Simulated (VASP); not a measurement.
Crystal: Ge.

```
Ge
1.0
     0.00000    3.64580    5.69163
     1.82402    0.00000    5.69163
     1.82402    3.64580    0.00000
Ge
4
Direct
  0.56323 0.56323 0.93677
  0.31323 0.31323 0.68677
  0.68677 0.68677 0.31323
  0.93677 0.93677 0.56323
```

The cell was built from a structure type or drawn by symmetry, and may not be a known phase.

* Program: VASP 6.6.1
* Task: relaxation of cell and atoms
* Functional: PBE
* Potentials or basis: VASP PAW PBE potentials, release 64 (Ge_d)
* Cutoff: 600 eV
* k mesh: 6 × 6 × 6
* Occupations: gaussian, width 0.1 eV
* Spin: no spin polarisation

At the start: pressure 15.3 GPa; volume 18.92 Å³/atom.

Question: Where does the relaxation end?

Answer: Over 9 steps the energy falls by 159.0 meV/atom and the volume is 22.21 Å³/atom (+17.4 %); space group Fddd (No. 70, to 0.1 Å) before and after.

The path:
| step | energy change (eV) | largest force (eV/Å) | pressure (GPa) | volume (Å³) |
| --- | --- | --- | --- | --- |
| 1 | 0.0000 | 1.2260 | 15.28 | 75.70 |
| 2 | -0.4078 | 0.5464 | -4.46 | 97.09 |
| 3 | -0.6235 | 0.1622 | 0.63 | 87.54 |
| 4 | -0.6233 | 0.1474 | 0.85 | 87.29 |
| 5 | -0.6349 | 0.0002 | 0.19 | 88.55 |
| 6 | -0.6352 | 0.0376 | -0.06 | 88.88 |
| 7 | -0.6352 | 0.0268 | 0.09 | 88.80 |
| 8 | -0.6352 | 0.0330 | -0.05 | 88.83 |
| 9 | -0.6359 | 0.0236 | 0.02 | 88.85 |

Final structure:
```cif
data_structure
_symmetry_space_group_name_H-M 'P 1'
_symmetry_Int_Tables_number 1
_cell_length_a 7.0894
_cell_length_b 6.2959
_cell_length_c 4.2724
_cell_angle_alpha 81.843
_cell_angle_beta 61.533
_cell_angle_gamma 36.623
_cell_volume 88.85
loop_
_atom_site_label
_atom_site_type_symbol
_atom_site_fract_x
_atom_site_fract_y
_atom_site_fract_z
_atom_site_occupancy
Ge1 Ge 0.56573 0.56573 0.93427 1
Ge2 Ge 0.31573 0.31573 0.68427 1
Ge3 Ge 0.68427 0.68427 0.31573 1
Ge4 Ge 0.93427 0.93427 0.56573 1
```

Caveat: the volume moved by over 15 % at a fixed basis, so the end points are rough.
